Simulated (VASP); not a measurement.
# Se: single point with RPBE+D3(BJ)

The system is Se.

```
CELL_PARAMETERS angstrom
3.54203 0.00000 0.00000
-1.77102 3.06749 0.00000
0.00000 0.00000 5.19648
ATOMIC_POSITIONS crystal
Se 0.70500 0.70500 0.00000
Se 0.00000 0.29500 0.66667
Se 0.29500 0.00000 0.33333
```

```
Program             : VASP 6.6.1
Task                : single point
Functional          : RPBE
Dispersion          : D3(BJ)
Potentials or basis : VASP PAW PBE potentials, release 64 (Se)
Cutoff              : 520 eV
k mesh              : 7 × 7 × 6
Occupations         : fermi-dirac, width 0.05 eV
Spin                : no spin polarisation
```

```yaml
Pressure: 0.1 GPa
Largest_force: 0.009 eV/Å
Band_gap_on_the_k_mesh: 0.09 eV (least direct gap 0.36 eV)
Dispersion_energy_per_atom: -1.889 eV
```

Forces in eV/Å, atoms in the order of the input:
```
Se  -0.005 -0.008  0.000
Se  -0.005  0.008  0.000
Se   0.009  0.000  0.000
```

Stress tensor (GPa, compression positive):
```
0.08 0.00 0.00
0.00 0.08 0.00
0.00 0.00 0.17
```

Levels at points of the mesh, in eV from the valence-band top:
| k point | band 7 | band 8 | band 9 | band 10 | band 11 | band 12 |
| --- | --- | --- | --- | --- | --- | --- |
| (0.00, 0.00, 0.00) | -1.95 | -1.95 | -1.39 | 1.62 | 1.62 | 2.85 |
| (0.00, 0.00, 0.50) | -1.19 | -0.57 | -0.57 | 0.37 | 0.97 | 0.97 |

It took 29 s on 1 thread of Intel(R) Xeon(R) Platinum 8488C (Sapphire Rapids), on a shared host, peak memory 0.19 GiB.

Caveat: the PAW data sets were made with another functional, which shifts forces and pressure a little; an odd mesh through Γ misses points on the zone boundary, where band edges can lie.
